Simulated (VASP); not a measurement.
# Hg (Pm-3m) in VASP: further runs, part 3 of 3

VASP 6.6.1. The steps go on from the part before.

### 5 Single point, r2SCAN (30.51 Å³/atom)

This run uses another cell than the first one, of 30.51 Å³/atom.

File POSCAR:

```
Hg
1.0
    3.1247003489      0.0000000000      0.0000000000
    0.0000000000      3.1247003489      0.0000000000
    0.0000000000      0.0000000000      3.1247003489
Hg
1
Direct
    0.0000000000      0.0000000000      0.0000000000
```

File INCAR.step1:

```
SYSTEM = Hg
ALGO = Normal
EDIFF = 1E-4
ENCUT = 520
GGA = PE
ISMEAR = -1
LASPH = .True.
LCHARG = .False.
LREAL = .False.
LWAVE = .True.
NBANDS = 12
NELM = 100
PREC = Accurate
SIGMA = 0.1
```

File INCAR.step2:

```
SYSTEM = Hg
ALGO = Normal
EDIFF = 1E-6
ENCUT = 520
ISIF = 2
ISMEAR = -1
ISTART = 1
LASPH = .True.
LCHARG = .False.
LMIXTAU = .True.
LREAL = .False.
LWAVE = .False.
METAGGA = R2SCAN
NBANDS = 12
NELM = 100
PREC = Accurate
SIGMA = 0.1
```

File KPOINTS:

```
k-points
0
Gamma
  12 12 12
  0 0 0
```

Potentials or basis: VASP PAW PBE potentials, release 64 (Hg).

Launch:

```sh
$ cat potpaw_PBE.64/Hg/POTCAR > POTCAR
$ cp INCAR.step1 INCAR
$ mpirun -np 1 vasp_std > vasp.out
$ cp INCAR.step2 INCAR
$ mpirun -np 1 vasp_std > vasp.out
```

OUTCAR:

```text
SYSTEM = Hg
   EDIFF = 1E-6
   ENCUT = 520
   ISIF = 2
   ISMEAR = -1
   ISTART = 1
   LASPH = .True.
   LREAL = .False.
   METAGGA = R2SCAN
   NELM = 100
   PREC = Accurate

 ion  position               nearest neighbor table
   1  0.000  0.000  0.000-

  LATTYP: Found a simple cubic cell.
 ALAT       =     3.1247003489

  Lattice vectors:

 A1 = (   3.1247003489,   0.0000000000,   0.0000000000)
 A2 = (   0.0000000000,   3.1247003489,   0.0000000000)
 A3 = (   0.0000000000,   0.0000000000,   3.1247003489)

Analysis of symmetry for initial positions (statically):
=====================================================================
 Subroutine PRICEL returns:
 Original cell was already a primitive cell.

 Routine SETGRP: Setting up the symmetry group for a
 simple cubic supercell.

 Subroutine GETGRP returns: Found 48 space group operations
 (whereof 48 operations were pure point group operations)
 out of a pool of 48 trial point group operations.

The static configuration has the point symmetry O_h .

Analysis of symmetry for dynamics (positions and initial velocities):
=====================================================================
 Subroutine PRICEL returns:
 Original cell was already a primitive cell.

 Routine SETGRP: Setting up the symmetry group for a
 simple cubic supercell.

 Subroutine GETGRP returns: Found 48 space group operations
 (whereof 48 operations were pure point group operations)
 out of a pool of 48 trial point group operations.

The dynamic configuration has the point symmetry O_h .

 Subroutine INISYM returns: Found 48 space group operations
 (whereof 48 operations are pure point group operations),
 and found     1 'primitive' translations

----------------------------------------------------------------------------------------

                                     Primitive cell

  volume of cell :      30.5088

  direct lattice vectors                    reciprocal lattice vectors
     3.124700349  0.000000000  0.000000000     0.320030687  0.000000000  0.000000000
     0.000000000  3.124700349  0.000000000     0.000000000  0.320030687  0.000000000
     0.000000000  0.000000000  3.124700349     0.000000000  0.000000000  0.320030687

  length of vectors
     3.124700349  3.124700349  3.124700349     0.320030687  0.320030687  0.320030687

  position of ions in fractional coordinates (direct lattice)
     0.000000000  0.000000000  0.000000000

  ion indices of the primitive-cell ions
   primitive index   ion index
                 1           1

----------------------------------------------------------------------------------------

 KPOINTS: k-points

Automatic generation of k-mesh.
 Grid dimensions read from file:
 generate k-points for:   12   12   12

 Generating k-lattice:

  Cartesian coordinates                     Fractional coordinates (reciprocal lattice)
     0.026669224  0.000000000  0.000000000     0.083333333  0.000000000  0.000000000
     0.000000000  0.026669224  0.000000000     0.000000000  0.083333333  0.000000000
     0.000000000  0.000000000  0.026669224     0.000000000  0.000000000  0.083333333

  Length of vectors
     0.026669224  0.026669224  0.026669224

  Shift w.r.t. Gamma in fractional coordinates (k-lattice)
     0.000000000  0.000000000  0.000000000

 Subroutine IBZKPT returns following result:
 ===========================================

 Found     84 irreducible k-points:

 Following reciprocal coordinates:
            Coordinates               Weight
  0.000000  0.000000  0.000000      1.000000
  0.083333  0.000000  0.000000      6.000000
  0.166667  0.000000  0.000000      6.000000
  0.250000  0.000000  0.000000      6.000000
  0.333333  0.000000  0.000000      6.000000
  0.416667  0.000000  0.000000      6.000000
[... 16 lines left out ...]
  0.333333  0.333333  0.000000     12.000000
  0.416667  0.333333  0.000000     24.000000
 [... further k-points ...]
   k-points           NKPTS =     84   k-points in BZ     NKDIM =     84   number of bands    NBANDS=     12
   number of dos      NEDOS =    301   number of ions     NIONS =      1
   total plane-waves  NPLWV =  13824
   dimension x,y,z NGX =    24 NGY =   24 NGZ =   24
   dimension x,y,z NGXF=    48 NGYF=   48 NGZF=   48
   ions per type =               1
   NGX,Y,Z   is equivalent  to a cutoff of  12.77, 12.77, 12.77 a.u.
   NGXF,Y,Z  is equivalent  to a cutoff of  25.54, 25.54, 25.54 a.u.
 SYSTEM =  Hg
   PREC   = accura    normal or accurate (medium, high low for compatibility)
   ISTART =      1    job   : 0-new  1-cont  2-samecut
   ICHARG =      0    charge: 1-file 2-atom 10-const
   ISPIN  =      1    spin polarized calculation?
   LNONCOLLINEAR =      F non collinear calculations
   LSORBIT =      F    spin-orbit coupling
   LASPH  =      T    aspherical Exc in radial PAW
   ENCUT  =  520.0 eV  38.22 Ry    6.18 a.u.   5.81  5.81  5.81*2*pi/ulx,y,z
   NELM   =    100;   NELMIN=  2; NELMDL=  0     # of ELM steps
   EDIFF  = 0.1E-05   stopping-criterion for ELM
   LREAL  =      F    real-space projection
   EDIFFG = 0.1E-04   stopping-criterion for IOM
   NSW    =      0    number of steps for IOM
   IBRION =     -1    ionic relax: 0-MD 1-quasi-New 2-CG
   NFREE  =      0    steps in history (QN), initial steepest desc. (CG)
   ISIF   =      2    stress and relaxation
   ISYM   =      2    0-nonsym 1-usesym 2-fastsym
   POTIM  = 0.5000    time-step for ionic-motion
   TEBEG  =    0.0;   TEEND  =   0.0 temperature during run
   PSTRESS=    0.0 pullay stress
   NELECT =      12.0000    total number of electrons
   NUPDOWN=      -1.0000    fix difference up-down
   EMIN   =  10.00;   EMAX   =-10.00  energy-range for DOS
   EFERMI =   0.00;   METHOD = LEGACY
   ISMEAR =    -1;   SIGMA  =   0.10  broadening in eV -4-tet -1-fermi 0-gaus
   EFERMI_NEDOS =   21; number of points for ismear=-14 and -15
   IALGO  =     38    algorithm
   IMIX   =      4    mixing-type and parameters
     AMIX     =   0.40;   BMIX     =  1.00
     AMIX_MAG =   1.60;   BMIX_MAG =  1.00
  volume/ion in A,a.u.               =      30.51       205.88
  Fermi-wavevector in a.u.,A,eV,Ry     =   1.199481  2.266691 19.575460  1.438756
  Thomas-Fermi vector in A             =   2.335343
   LORBIT       =      0    0 simple, 1 ext, 2 COOP (PROOUT), +10 PAW based schemes
   METAGGA = R2SCAN    functional components
   LHFCALC =     F    Hartree Fock is set to
   AEXX    =    0.0000 exact exchange contribution
   IVDW    =     0    specifies the selected vdW correction
   LEPSILON=     F    determine dielectric tensor
   LRPA    =     F    only Hartree local field effects (RPA)
 non-spin polarized calculation
  energy-cutoff  :      520.00
  volume of cell :       30.51
 maximum number of plane-waves:       840
 NGX is ok and might be reduce to    24
   NGX = 11   NGY = 11   NGZ = 11

 number of electron      11.9999996 magnetization

 Free energy of the ion-electron system (eV)
  ---------------------------------------------------
  ext. energy  EPLUGINS =         0.00000000
  ---------------------------------------------------
  free energy    TOTEN  =       -49.33502814 eV

  energy without entropy =      -49.32292771  energy(sigma->0) =      -49.32897792

 E-fermi :   1.0847     XC(G=0):  -9.9501

 val. band max:        1.0599294001   @ k =   0.5000   0.5000   0.0000
 cond. band min:       1.1108795735   @ k =   0.4167   0.4167   0.3333
 fundamental gap:      0.0509501734
 Fermi energy:         1.0846702529

 k-point     1 :       0.0000    0.0000    0.0000
  band No.  band energies     occupation
      1      -6.8642      2.00000
      2      -6.8642      2.00000
      3      -6.7509      2.00000
      4      -5.1969      2.00000
      5      -5.1969      2.00000
      6      -5.1969      2.00000
      7      10.7515      0.00000
      8      10.7515      0.00000
      9      10.7515      0.00000
     10      13.7929      0.00000
     11      15.8424      0.00000
     12      15.8424      0.00000
[... 331 lines left out ...]
 k-point    24 :       0.4167    0.3333    0.0000
  band No.  band energies     occupation
      1      -6.5257      2.00000
      2      -6.3847      2.00000
      3      -5.6244      2.00000
      4      -5.5235      2.00000
      5      -5.2094      2.00000
      6      -1.5099      2.00000
      7       2.8172      0.00000
      8       5.6229      0.00000
      9      10.3439      0.00000
     10      16.3651      0.00000
     11      17.2564      0.00000
     12      19.2112      0.00000

 [... further k-points ...]

------------------------ aborting loop because EDIFF is reached ----------------------------------------

  FORCE on cell =-STRESS in cart. coord.  units (eV):
  Direction    XX          YY          ZZ          XY          YZ          ZX
  --------------------------------------------------------------------------------------
  -------------------------------------------------------------------------------------
  Total       -0.2934806     -0.2934806     -0.2934806      0.0000000      0.0000000     -0.0000000
  in kB      -15.4122080    -15.4122080    -15.4122080      0.0000000      0.0000000     -0.0000000
  external PRESSURE =     -15.4122080 kB  Pullay stress =       0.0000000 kB

 VOLUME and BASIS-vectors are now :
 -----------------------------------------------------------------------------
  energy-cutoff  :      520.00
  volume of cell :       30.51
      direct lattice vectors                 reciprocal lattice vectors
     3.124700349  0.000000000  0.000000000     0.320030687  0.000000000  0.000000000
     0.000000000  3.124700349  0.000000000     0.000000000  0.320030687  0.000000000
     0.000000000  0.000000000  3.124700349     0.000000000  0.000000000  0.320030687

 POSITION                                       TOTAL-FORCE (eV/Angst)
 -----------------------------------------------------------------------------------
      0.00000      0.00000      0.00000         0.000000      0.000000      0.000000
 -----------------------------------------------------------------------------------
    total drift:                               -0.000000     -0.000000      0.000000

  FREE ENERGIE OF THE ION-ELECTRON SYSTEM (eV)
  ---------------------------------------------------
  free  energy   TOTEN  =       -49.3350281365 eV

  energy  without entropy=      -49.3229277128  energy(sigma->0) =      -49.32897792
```

OSZICAR.step1:

```text
N       E                     dE             d eps       ncg     rms          rms(c)
DAV:   1     0.738848469603E+02    0.73885E+02   -0.63280E+03  2080   0.920E+02
DAV:   2     0.119869360911E+01   -0.72686E+02   -0.68615E+02  2204   0.224E+02
DAV:   3    -0.190406815985E+00   -0.13891E+01   -0.13882E+01  2380   0.343E+01
DAV:   4    -0.192141146481E+00   -0.17343E-02   -0.17343E-02  2180   0.128E+00
DAV:   5    -0.192144329455E+00   -0.31830E-05   -0.31831E-05  1800   0.528E-02    0.220E+00
DAV:   6    -0.169217958285E+00    0.22926E-01   -0.60141E-02  2340   0.266E+00    0.177E+00
DAV:   7    -0.167825320770E+00    0.13926E-02   -0.71675E-03  2304   0.773E-01    0.879E-01
DAV:   8    -0.167898645056E+00   -0.73324E-04   -0.76070E-04  2112   0.323E-01
   1 F= -.16789865E+00 E0= -.16158933E+00  d E =-.126186E-01
```

Wall time 23 s (1 thread of Intel Xeon 6975P-C (Granite Rapids), shared host); peak memory 0.16 GiB.

Results:

```yaml
Free_energy: -49.3350 eV
Pressure: -1.5 GPa
Band_gap_on_the_k_mesh: zero (bands 6 and 7 overlap by 4.70 eV)
```

Caveat: the PAW data sets were made with another functional, which shifts forces and pressure a little; spin-orbit coupling is left out, which moves the levels of the heavy elements.

### 6 Single point, r2SCAN

File POSCAR:

```
Hg
1.0
    3.0088626849      0.0000000000      0.0000000000
    0.0000000000      3.0088626849      0.0000000000
    0.0000000000      0.0000000000      3.0088626849
Hg
1
Direct
    0.0000000000      0.0000000000      0.0000000000
```

File INCAR.step1:

```
ALGO = Normal
EDIFF = 1E-4
ENCUT = 520
GGA = PE
ISMEAR = -1
LASPH = T
LCHARG = F
LREAL = F
LWAVE = T
NBANDS = 12
NELM = 100
PREC = Accurate
SIGMA = 0.1
```

File INCAR.step2:

```
ALGO = Normal
EDIFF = 1E-6
ENCUT = 520
ISIF = 2
ISMEAR = -1
ISTART = 1
LASPH = T
LCHARG = T
LELF = T
LMIXTAU = T
LREAL = F
LVHAR = T
LWAVE = F
METAGGA = R2SCAN
NBANDS = 12
NELM = 100
PREC = Accurate
SIGMA = 0.1
```

File KPOINTS:

```
k-points
0
Gamma
  17 17 17
```

Potentials or basis: VASP PAW PBE potentials, release 64 (Hg).

Launch:

```sh
$ cat potpaw_PBE.64/Hg/POTCAR > POTCAR
$ cp INCAR.step1 INCAR
$ mpirun -np 1 vasp_std > vasp.out
$ cp INCAR.step2 INCAR
$ mpirun -np 1 vasp_std > vasp.out
```

OUTCAR:

```text
EDIFF = 1E-6
   ENCUT = 520
   ISIF = 2
   ISMEAR = -1
   ISTART = 1
   LASPH = T
   LREAL = F
   METAGGA = R2SCAN
   NELM = 100
   PREC = Accurate

 ion  position               nearest neighbor table
   1  0.000  0.000  0.000-

  LATTYP: Found a simple cubic cell.
 ALAT       =     3.0088626849

  Lattice vectors:

 A1 = (   3.0088626849,   0.0000000000,   0.0000000000)
 A2 = (   0.0000000000,   3.0088626849,   0.0000000000)
 A3 = (   0.0000000000,   0.0000000000,   3.0088626849)

Analysis of symmetry for initial positions (statically):
=====================================================================
 Subroutine PRICEL returns:
 Original cell was already a primitive cell.

 Routine SETGRP: Setting up the symmetry group for a
 simple cubic supercell.

 Subroutine GETGRP returns: Found 48 space group operations
 (whereof 48 operations were pure point group operations)
 out of a pool of 48 trial point group operations.

The static configuration has the point symmetry O_h .

Analysis of symmetry for dynamics (positions and initial velocities):
=====================================================================
 Subroutine PRICEL returns:
 Original cell was already a primitive cell.

 Routine SETGRP: Setting up the symmetry group for a
 simple cubic supercell.

 Subroutine GETGRP returns: Found 48 space group operations
 (whereof 48 operations were pure point group operations)
 out of a pool of 48 trial point group operations.

The dynamic configuration has the point symmetry O_h .

 Subroutine INISYM returns: Found 48 space group operations
 (whereof 48 operations are pure point group operations),
 and found     1 'primitive' translations

----------------------------------------------------------------------------------------

                                     Primitive cell

[... 112 lines left out ...]
   LORBIT       =      0    0 simple, 1 ext, 2 COOP (PROOUT), +10 PAW based schemes
   METAGGA = R2SCAN    functional components
   LHFCALC =     F    Hartree Fock is set to
   AEXX    =    0.0000 exact exchange contribution
   IVDW    =     0    specifies the selected vdW correction
   LEPSILON=     F    determine dielectric tensor
   LRPA    =     F    only Hartree local field effects (RPA)
 non-spin polarized calculation
  energy-cutoff  :      520.00
  volume of cell :       27.24
 maximum number of plane-waves:       744
 NGX is ok and might be reduce to    24
   NGX = 11   NGY = 11   NGZ = 11

 number of electron      12.0000002 magnetization

 Free energy of the ion-electron system (eV)
  ---------------------------------------------------
  ext. energy  EPLUGINS =         0.00000000
  ---------------------------------------------------
  free energy    TOTEN  =       -49.35143548 eV

  energy without entropy =      -49.34145504  energy(sigma->0) =      -49.34644526

 E-fermi :   1.7903     XC(G=0): -10.5955

 val. band max:        1.7662158138   @ k =   0.4706   0.4118   0.2353
 cond. band min:       1.8219763511   @ k =   0.4118   0.0588   0.0588
 fundamental gap:      0.0557605373
 Fermi energy:         1.7902626697

 k-point     1 :       0.0000    0.0000    0.0000
  band No.  band energies     occupation
      1      -6.8117      2.00000
      2      -6.6524      2.00000
      3      -6.6524      2.00000
      4      -4.5522      2.00000
      5      -4.5522      2.00000
      6      -4.5522      2.00000
      7      12.0988      0.00000
      8      12.0988      0.00000
      9      12.0988      0.00000
     10      15.6089      0.00000
     11      17.5910      0.00000
     12      17.5910      0.00000
[... 331 lines left out ...]
 k-point    24 :       0.4706    0.1176    0.0000
  band No.  band energies     occupation
      1      -6.4000      2.00000
      2      -6.0038      2.00000
      3      -5.4008      2.00000
      4      -5.1946      2.00000
      5      -4.5778      2.00000
      6      -1.3337      2.00000
      7       0.7416      1.99994
      8      13.6073      0.00000
      9      15.5017      0.00000
     10      16.4047      0.00000
     11      17.3275      0.00000
     12      21.2189      0.00000

 [... further k-points ...]

------------------------ aborting loop because EDIFF is reached ----------------------------------------

  FORCE on cell =-STRESS in cart. coord.  units (eV):
  Direction    XX          YY          ZZ          XY          YZ          ZX
  --------------------------------------------------------------------------------------
  -------------------------------------------------------------------------------------
  Total        0.0767908      0.0767908      0.0767908     -0.0000000     -0.0000000      0.0000000
  in kB        4.5166124      4.5166124      4.5166124     -0.0000000     -0.0000000      0.0000000
  external PRESSURE =       4.5166124 kB  Pullay stress =       0.0000000 kB

 VOLUME and BASIS-vectors are now :
 -----------------------------------------------------------------------------
  energy-cutoff  :      520.00
  volume of cell :       27.24
      direct lattice vectors                 reciprocal lattice vectors
     3.008862685  0.000000000  0.000000000     0.332351491  0.000000000  0.000000000
     0.000000000  3.008862685  0.000000000     0.000000000  0.332351491  0.000000000
     0.000000000  0.000000000  3.008862685     0.000000000  0.000000000  0.332351491

 POSITION                                       TOTAL-FORCE (eV/Angst)
 -----------------------------------------------------------------------------------
      0.00000      0.00000      0.00000         0.000000      0.000000      0.000000
 -----------------------------------------------------------------------------------
    total drift:                                0.000000      0.000000      0.000000

  FREE ENERGIE OF THE ION-ELECTRON SYSTEM (eV)
  ---------------------------------------------------
  free  energy   TOTEN  =       -49.3514354778 eV

  energy  without entropy=      -49.3414550406  energy(sigma->0) =      -49.34644526
```

OSZICAR.step1:

```text
N       E                     dE             d eps       ncg     rms          rms(c)
DAV:   1     0.728738975547E+02    0.72874E+02   -0.64442E+03  4192   0.941E+02
DAV:   2     0.113164790940E+01   -0.71742E+02   -0.67302E+02  4340   0.223E+02
DAV:   3    -0.185918177112E+00   -0.13176E+01   -0.13167E+01  4660   0.337E+01
DAV:   4    -0.187412649716E+00   -0.14945E-02   -0.14944E-02  4368   0.120E+00
DAV:   5    -0.187415181911E+00   -0.25322E-05   -0.25321E-05  3532   0.471E-02    0.314E+00
DAV:   6    -0.153831114622E+00    0.33584E-01   -0.84670E-02  4660   0.323E+00    0.240E+00
DAV:   7    -0.151152418341E+00    0.26787E-02   -0.11253E-02  4748   0.101E+00    0.110E+00
DAV:   8    -0.151071155139E+00    0.81263E-04   -0.11246E-03  4152   0.413E-01    0.423E-02
DAV:   9    -0.151094138775E+00   -0.22984E-04   -0.10438E-05  2236   0.304E-02
   1 F= -.15109414E+00 E0= -.14594428E+00  d E =-.102997E-01
```

Wall time 42 s (1 thread of Intel Xeon 6975P-C (Granite Rapids), shared host); peak memory 0.17 GiB.

Results:

* Free energy: -49.3514 eV
* Pressure: 0.5 GPa
* Band gap on the k mesh: zero (bands 6 and 7 overlap by 4.99 eV)

Caveat: the PAW data sets were made with another functional, which shifts forces and pressure a little; spin-orbit coupling is left out, which moves the levels of the heavy elements.

### 7 Summary

```tsv
cell	k mesh	gap on the mesh (eV)	pressure (GPa)
a = 3.009 Å, 1 atom	12 × 12 × 12	none	0.5
a = 3.048 Å, 1 atom	12 × 12 × 12	none	-0.6
a = 3.087 Å, 1 atom	12 × 12 × 12	none	-1.2
a = 3.125 Å, 1 atom	12 × 12 × 12	none	-1.5
a = 3.009 Å, 1 atom	17 × 17 × 17	none	0.5
```

Alike in all rows: task single point; level r2SCAN; potentials or basis VASP PAW PBE potentials, release 64 (Hg); no spin polarisation; cutoff (eV) 520; smearing fermi-dirac 0.1 eV.

Caveats: the PAW data sets were made with another functional, which shifts forces and pressure a little; spin-orbit coupling is left out, which moves the levels of the heavy elements.

Absolute energies hang on the potentials; compare differences alone.

The gap in the log of VASP goes by the Fermi energy; the results here count the filled bands.